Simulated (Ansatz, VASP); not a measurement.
One calculation of Ge, two programs

```
Ge
1.0
     3.78772    0.00000    0.00000
     0.00000    5.35664    0.00000
     0.00000    0.00000    4.20354
Ge
4
Direct
  0.00000 0.00000 0.00000
  0.50000 0.25000 0.00000
  0.50000 0.50000 0.50000
  0.00000 0.75000 0.50000
```

Alike in both runs: task single point; functional PBEsol; k mesh 6 × 4 × 4; occupations gaussian, width 0.1 eV; no spin polarisation.

```csv
,VASP,Ansatz
version,VASP 6.6.1,Ansatz 0.2.0
potentials or method,"VASP PAW PBE potentials, release 64 (Ge_d), cutoff 500 eV","scalar-relativistic, plane waves, PAW"
valence electrons in the cell,56,56
```

Ansatz gave:

- gap on the k mesh at the Fermi level (eV): none
- pressure (GPa): 6.6
- traceless stress, the component that is largest in VASP (GPa): -10.37
- rms of the force components (eV/Å): 0.739

Problem. What did VASP give for the same quantities?

Solution. gap on the k mesh at the Fermi level (eV): none; pressure (GPa): 6.4; traceless stress, the component that is largest in VASP (GPa): -10.37; rms of the force components (eV/Å): 0.735.

VASP's potentials were made for PBE, not for PBEsol, and Ansatz warns of the same on its side. Atom by atom the forces differ by 0.004 eV/Å (rms over components). A gap of «none» marks a metal or a gap that the smearing closes. Ansatz's warnings: structure snapped to symmetry.

The k mesh is coarse, so the values compare programs but aren't converged.
